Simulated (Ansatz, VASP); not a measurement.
# Two plane-wave programs on Mn

```
Mn
1.0
     2.38006    0.00000    0.00000
    -1.19003    2.06120    0.00000
     0.00000    0.00000    7.68198
Mn
4
Cartesian
  1.1900 2.0612 7.6820
  1.1900 2.0612 3.8410
  0.0000 1.3741 1.9205
  1.1900 0.6871 5.7615
```

Alike in both runs: task single point; functional PBE; k mesh 16 × 16 × 5; occupations fermi-dirac, width 0.05 eV; collinear spin.

```csv
,VASP,Ansatz
version,VASP 6.6.1,Ansatz 0.2.0
potentials or method,"VASP PAW PBE potentials, release 64 (Mn_pv), cutoff 500 eV","plane waves (420 eV) with PAW, scalar-relativistic"
valence electrons in the cell,52,60
```

|  | VASP | Ansatz | Ansatz less VASP |
| --- | --- | --- | --- |
| net moment per atom (μB) | 0.00 | 0.00 | 0.000 |

VASP's potentials hold 52 valence electrons a cell and Ansatz's 60, so a difference there can come from the potentials and not from the codes. Ansatz's warnings: seeded moment not kept.
